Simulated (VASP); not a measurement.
# BaO (I4/mmm) in VASP: single point with PBEsol

Aim: the single point of BaO with PBEsol.

Program: VASP 6.6.1. These are calculated values, not measurements. Logs are shortened: lines on timing, memory, paths and dates and some standing lists are left out, and cuts for length are marked.

### Step 1. The cell of the first run

The structure is tetragonal, space group I4/mmm (No. 139). The conventional cell has a = 3.867 Å, b = 3.867 Å, c = 5.572 Å, α = 90.00°, β = 90.00°, γ = 90.00°. Ba (site symmetry 4/mmm) has 6 O at 2.73 to 2.79 Å within 3.6 Å. Within 3.6 Å of O (site symmetry 4/mmm) lie 6 Ba at 2.73 to 2.79 Å.

### Step 2. Single point, PBEsol

Input file INCAR:

```
ALGO     = Normal         # electronic algorithm
EDIFF    = 1E-6           # SCF threshold, eV
ENCUT    = 1340           # plane-wave cutoff, eV
GGA      = PS             # functional
GGA_COMPAT= False        
ISIF     = 2              # what is computed and relaxed
ISMEAR   = 0              # smearing method
LASPH    = True           # aspherical terms in the spheres
LCHARG   = False          # write CHGCAR
LREAL    = False          # projectors in reciprocal space
LWAVE    = False          # write WAVECAR
NBANDS   = 15             # bands
NELM     = 120            # most SCF steps
PREC     = Accurate       # precision mode
SIGMA    = 0.01           # smearing width, eV
```

Input file KPOINTS:

```
k-points
0
Gamma
  8 8 8
```

Input file POSCAR:

```
BaO
1.0
    0.0000000000      2.7344002323      2.7862384498
    2.7344002323      0.0000000000      2.7862384498
    2.7344002323      2.7344002323      0.0000000000
Ba O
1 1
Direct
    0.0000000000      0.0000000000      0.0000000000
    0.5000000000      0.5000000000      0.5000000000
```

Potentials or basis: VASP PAW PBE potentials, release 64 (Ba_sv, O_h).

On the command line:

```bash
cat potpaw_PBE.64/Ba_sv/POTCAR potpaw_PBE.64/O_h/POTCAR > POTCAR
mpirun -np 1 vasp_std > vasp.out
```

OUTCAR:

```text
EDIFF = 1E-6
   ENCUT = 1340
   GGA = PS
   ISIF = 2
   ISMEAR = 0
   LASPH = True
   LREAL = False
   NELM = 120
   PREC = Accurate

 ion  position               nearest neighbor table
   1  0.000  0.000  0.000-   2 2.73   2 2.73   2 2.73   2 2.73   2 2.79   2 2.79
   2  0.500  0.500  0.500-   1 2.73   1 2.73   1 2.73   1 2.73   1 2.79   1 2.79

  LATTYP: Found a body centered tetragonal cell.
 ALAT       =     3.8670258935
 C/A-ratio  =     1.4410239427

  Lattice vectors:

 A1 = (  -2.7344002323,   0.0000000000,   2.7862384498)
 A2 = (   2.7344002323,   0.0000000000,   2.7862384498)
 A3 = (   0.0000000000,   2.7344002323,  -2.7862384498)

Analysis of symmetry for initial positions (statically):
=====================================================================
 Subroutine PRICEL returns:
 Original cell was already a primitive cell.

 Routine SETGRP: Setting up the symmetry group for a
 body centered tetragonal supercell.

 Subroutine GETGRP returns: Found 16 space group operations
 (whereof 16 operations were pure point group operations)
 out of a pool of 16 trial point group operations.

The static configuration has the point symmetry D_4h.

Analysis of symmetry for dynamics (positions and initial velocities):
=====================================================================
 Subroutine PRICEL returns:
 Original cell was already a primitive cell.

 Routine SETGRP: Setting up the symmetry group for a
 body centered tetragonal supercell.

 Subroutine GETGRP returns: Found 16 space group operations
 (whereof 16 operations were pure point group operations)
 out of a pool of 16 trial point group operations.

The dynamic configuration has the point symmetry D_4h.

 Subroutine INISYM returns: Found 16 space group operations
 (whereof 16 operations are pure point group operations),
 and found     1 'primitive' translations

----------------------------------------------------------------------------------------

                                     Primitive cell

  volume of cell :      41.6651

  direct lattice vectors                    reciprocal lattice vectors
     0.000000000  2.734400232  2.786238450    -0.182855456  0.182855456  0.179453413
     2.734400232  0.000000000  2.786238450     0.182855456 -0.182855456  0.179453413
     2.734400232  2.734400232  0.000000000     0.182855456  0.182855456 -0.179453413

  length of vectors
     3.903853139  3.903853139  3.867025893     0.314763026  0.314763026  0.314763026

  position of ions in fractional coordinates (direct lattice)
     0.000000000  0.000000000  0.000000000
     0.500000000  0.500000000  0.500000000

  ion indices of the primitive-cell ions
   primitive index   ion index
                 1           1
                 2           2

----------------------------------------------------------------------------------------

 KPOINTS: k-points

Automatic generation of k-mesh.
 Grid dimensions read from file:
 generate k-points for:    8    8    8

 Generating k-lattice:

  Cartesian coordinates                     Fractional coordinates (reciprocal lattice)
    -0.022856932  0.022856932  0.022431677     0.125000000  0.000000000  0.000000000
     0.022856932 -0.022856932  0.022431677     0.000000000  0.125000000  0.000000000
     0.022856932  0.022856932 -0.022431677    -0.000000000 -0.000000000  0.125000000

  Length of vectors
     0.039345378  0.039345378  0.039345378

  Shift w.r.t. Gamma in fractional coordinates (k-lattice)
     0.000000000  0.000000000  0.000000000

 Subroutine IBZKPT returns following result:
 ===========================================

 Found     59 irreducible k-points:

 Following reciprocal coordinates:
            Coordinates               Weight
  0.000000  0.000000  0.000000      1.000000
  0.125000  0.000000  0.000000      8.000000
  0.250000  0.000000  0.000000      8.000000
  0.375000  0.000000  0.000000      8.000000
  0.500000  0.000000  0.000000      4.000000
  0.125000  0.125000  0.000000      2.000000
[... 16 lines left out ...]
  0.250000  0.000000  0.125000     16.000000
  0.375000  0.000000  0.125000     16.000000
 [... further k-points ...]
   k-points           NKPTS =     59   k-points in BZ     NKDIM =     59   number of bands    NBANDS=     15
   number of dos      NEDOS =    301   number of ions     NIONS =      2
   total plane-waves  NPLWV = 110592
   dimension x,y,z NGX =    48 NGY =   48 NGZ =   48
   dimension x,y,z NGXF=    96 NGYF=   96 NGZF=   96
   ions per type =               1   1
   NGX,Y,Z   is equivalent  to a cutoff of  20.44, 20.44, 20.64 a.u.
   NGXF,Y,Z  is equivalent  to a cutoff of  40.88, 40.88, 41.27 a.u.
 SYSTEM =  unknown system
   PREC   = accura    normal or accurate (medium, high low for compatibility)
   ISTART =      0    job   : 0-new  1-cont  2-samecut
   ICHARG =      2    charge: 1-file 2-atom 10-const
   ISPIN  =      1    spin polarized calculation?
   LNONCOLLINEAR =      F non collinear calculations
   LSORBIT =      F    spin-orbit coupling
   LASPH  =      T    aspherical Exc in radial PAW
   ENCUT  = 1340.0 eV  98.49 Ry    9.92 a.u.  11.65 11.65 11.54*2*pi/ulx,y,z
   NELM   =    120;   NELMIN=  2; NELMDL= -5     # of ELM steps
   EDIFF  = 0.1E-05   stopping-criterion for ELM
   LREAL  =      F    real-space projection
   EDIFFG = 0.1E-04   stopping-criterion for IOM
   NSW    =      0    number of steps for IOM
   IBRION =     -1    ionic relax: 0-MD 1-quasi-New 2-CG
   NFREE  =      0    steps in history (QN), initial steepest desc. (CG)
   ISIF   =      2    stress and relaxation
   ISYM   =      2    0-nonsym 1-usesym 2-fastsym
   POTIM  = 0.5000    time-step for ionic-motion
   TEBEG  =    0.0;   TEEND  =   0.0 temperature during run
   PSTRESS=    0.0 pullay stress
   NELECT =      16.0000    total number of electrons
   NUPDOWN=      -1.0000    fix difference up-down
   EMIN   =  10.00;   EMAX   =-10.00  energy-range for DOS
   EFERMI =   0.00;   METHOD = LEGACY
   ISMEAR =     0;   SIGMA  =   0.01  broadening in eV -4-tet -1-fermi 0-gaus
   EFERMI_NEDOS =   21; number of points for ismear=-14 and -15
   IALGO  =     38    algorithm
   IMIX   =      4    mixing-type and parameters
     AMIX     =   0.40;   BMIX     =  1.00
     AMIX_MAG =   1.60;   BMIX_MAG =  1.00
  volume/ion in A,a.u.               =      20.83       140.58
  Fermi-wavevector in a.u.,A,eV,Ry     =   1.189937  2.248655 19.265174  1.415950
  Thomas-Fermi vector in A             =   2.326033
   LORBIT       =      0    0 simple, 1 ext, 2 COOP (PROOUT), +10 PAW based schemes
   GGA     = PS    functional components
   LHFCALC =     F    Hartree Fock is set to
   AEXX    =    0.0000 exact exchange contribution
   IVDW    =     0    specifies the selected vdW correction
   LEPSILON=     F    determine dielectric tensor
   LRPA    =     F    only Hartree local field effects (RPA)
 non-spin polarized calculation
 Gauss-broadening in eV      SIGMA  =   0.01
  energy-cutoff  :     1340.00
  volume of cell :       41.67
 maximum number of plane-waves:      4664
   NGX = 23   NGY = 23   NGZ = 23

 number of electron      16.0000000 magnetization

 Free energy of the ion-electron system (eV)
  ---------------------------------------------------
  ext. energy  EPLUGINS =         0.00000000
  ---------------------------------------------------
  free energy    TOTEN  =       -12.39915418 eV

  energy without entropy =      -12.39915418  energy(sigma->0) =      -12.39915418

 E-fermi :   2.2002     XC(G=0):  -9.9472

 val. band max:        2.0713838156   @ k =   0.5000   0.0000   0.5000
 cond. band min:       3.8098660059   @ k =   0.5000   0.0000   0.5000
 fundamental gap:      1.7384821903
 Fermi energy:         2.2001699811

 k-point     1 :       0.0000    0.0000    0.0000
  band No.  band energies     occupation
      1     -23.8164      2.00000
      2     -12.9589      2.00000
      3      -8.2700      2.00000
      4      -8.2652      2.00000
      5      -8.2652      2.00000
      6       1.5598      2.00000
      7       1.6553      2.00000
      8       1.6553      2.00000
      9       5.4658      0.00000
     10       6.5562      0.00000
     11       6.6977      0.00000
     12       6.6977      0.00000
     13       8.8630      0.00000
     14       9.1258      0.00000
     15      11.7976      0.00000

 k-point     2 :       0.1250    0.0000    0.0000
  band No.  band energies     occupation
      1     -23.7764      2.00000
      2     -13.0755      2.00000
      3      -8.3096      2.00000
      4      -8.2862      2.00000
      5      -8.2803      2.00000
      6       1.2577      2.00000
      7       1.3968      2.00000
      8       1.4380      2.00000
      9       6.1191      0.00000
     10       6.5158      0.00000
     11       6.9144      0.00000
     12       6.9912      0.00000
     13       9.2777      0.00000
     14       9.5462      0.00000
     15      12.7971      0.00000

 k-point     3 :       0.2500    0.0000    0.0000
  band No.  band energies     occupation
      1     -23.6773      2.00000
      2     -13.3574      2.00000
      3      -8.4015      2.00000
      4      -8.3326      2.00000
      5      -8.3157      2.00000
      6       0.6098      2.00000
      7       0.9511      2.00000
      8       0.9767      2.00000
      9       6.4086      0.00000
     10       7.7232      0.00000
     11       7.7614      0.00000
     12       7.7900      0.00000
     13      10.3081      0.00000
     14      10.5778      0.00000
     15      14.9538      0.00000
[... 343 lines left out ...]
 k-point    23 :       0.2500    0.0000    0.1250
  band No.  band energies     occupation
      1     -23.6829      2.00000
      2     -13.2886      2.00000
      3      -8.4723      2.00000
      4      -8.4587      2.00000
      5      -8.2788      2.00000
      6       0.5298      2.00000
      7       1.2803      2.00000
      8       1.4050      2.00000
      9       5.7129      0.00000
     10       7.0307      0.00000
     11       8.0471      0.00000
     12       8.1549      0.00000
     13       9.8039      0.00000
     14      10.7795      0.00000
     15      14.8556      0.00000

 k-point    24 :       0.3750    0.0000    0.1250
  band No.  band energies     occupation
      1     -23.5817      2.00000
      2     -13.5291      2.00000
      3      -8.5588      2.00000
      4      -8.5005      2.00000
      5      -8.4511      2.00000
      6       0.3504      2.00000
      7       0.7995      2.00000
      8       0.9864      2.00000
      9       6.0721      0.00000
     10       8.0007      0.00000
     11       9.0314      0.00000
     12       9.3079      0.00000
     13      11.1549      0.00000
     14      11.6823      0.00000
     15      16.1662      0.00000

 [... further k-points ...]

------------------------ aborting loop because EDIFF is reached ----------------------------------------

  FORCE on cell =-STRESS in cart. coord.  units (eV):
  Direction    XX          YY          ZZ          XY          YZ          ZX
  --------------------------------------------------------------------------------------
  -------------------------------------------------------------------------------------
  Total        0.4770061      0.4770061      0.0006453      0.0000000     -0.0000000     -0.0000000
  in kB       18.3426514     18.3426514      0.0248153      0.0000000     -0.0000000     -0.0000000
  external PRESSURE =      12.2367060 kB  Pullay stress =       0.0000000 kB

 VOLUME and BASIS-vectors are now :
 -----------------------------------------------------------------------------
  energy-cutoff  :     1340.00
  volume of cell :       41.67
      direct lattice vectors                 reciprocal lattice vectors
     0.000000000  2.734400232  2.786238450    -0.182855456  0.182855456  0.179453413
     2.734400232  0.000000000  2.786238450     0.182855456 -0.182855456  0.179453413
     2.734400232  2.734400232  0.000000000     0.182855456  0.182855456 -0.179453413

 POSITION                                       TOTAL-FORCE (eV/Angst)
 -----------------------------------------------------------------------------------
      0.00000      0.00000      0.00000        -0.000000      0.000000      0.000000
      2.73440      2.73440      2.78624         0.000000     -0.000000      0.000000
 -----------------------------------------------------------------------------------
    total drift:                               -0.000000     -0.000000     -0.000000

  FREE ENERGIE OF THE ION-ELECTRON SYSTEM (eV)
  ---------------------------------------------------
  free  energy   TOTEN  =       -12.3991541761 eV

  energy  without entropy=      -12.3991541761  energy(sigma->0) =      -12.39915418
```

Wall time 1.8 min (1 thread of Intel Xeon Platinum 8259CL at 2.50GHz (Skylake/Cascade Lake), shared host); peak memory 0.42 GiB.

What came out:

```
Free energy            : -12.3992 eV
Pressure               : 1.2 GPa
Band gap on the k mesh : 1.74 eV
```

Stress tensor (GPa, compression positive):
```
1.83 0.00 0.00
0.00 1.83 0.00
0.00 0.00 0.00
```

Levels at points of the mesh, in eV from the valence-band top:
| k point | band 6 | band 7 | band 8 | band 9 | band 10 | band 11 |
| --- | --- | --- | --- | --- | --- | --- |
| (0.00, 0.00, 0.00) | -0.51 | -0.42 | -0.42 | 3.39 | 4.48 | 4.63 |
| (0.50, 0.00, 0.00) | -2.18 | -1.64 | -1.64 | 4.83 | 7.14 | 7.19 |
| (0.50, 0.50, 0.00) | -0.21 | -0.21 | -0.12 | 1.80 | 5.95 | 8.97 |
| (0.50, 0.00, 0.50) | -0.31 | -0.18 | 0.00 | 1.74 | 5.96 | 8.94 |

Caveat: the PAW data sets were made with another functional, which shifts forces and pressure a little; spin-orbit coupling is left out, which moves the levels of the heavy elements. A k mesh can miss the band edges.
